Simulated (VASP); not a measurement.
Runs of VASP 6.6.1 on C. The structure is that of space group R-3m (No. 166), or close to it. The cells are those of the table. 

```tsv
cell	gap on the mesh (eV)	pressure (GPa)	largest force (eV/Å)
a = 4.008 Å, angles 33.5°, 2 atoms	0.32	63.0	0.90
a = 4.193 Å, angles 31.1°, 2 atoms	0.21	(b)	0.84
a = 3.356 Å, angles 45.5°, 2 atoms	(c)	-36.2	0.66
a = 3.822 Å, angles 36.3°, 2 atoms	(d)	33.9	0.90
a = 3.486 Å, angles 42.5°, 2 atoms	(a)	-18.8	0.78
```

Alike in all rows: task single point; level PBE+D3(BJ); potentials or basis VASP PAW PBE potentials, release 64 (C); no spin polarisation; k mesh 15 × 15 × 15; cutoff (eV) 520; smearing gaussian 0.05 eV.

Estimate the missing entries.

(a) 0.83; (b) 92.0; (c) 0.41; (d) 0.50.

A k mesh can miss the band edges.
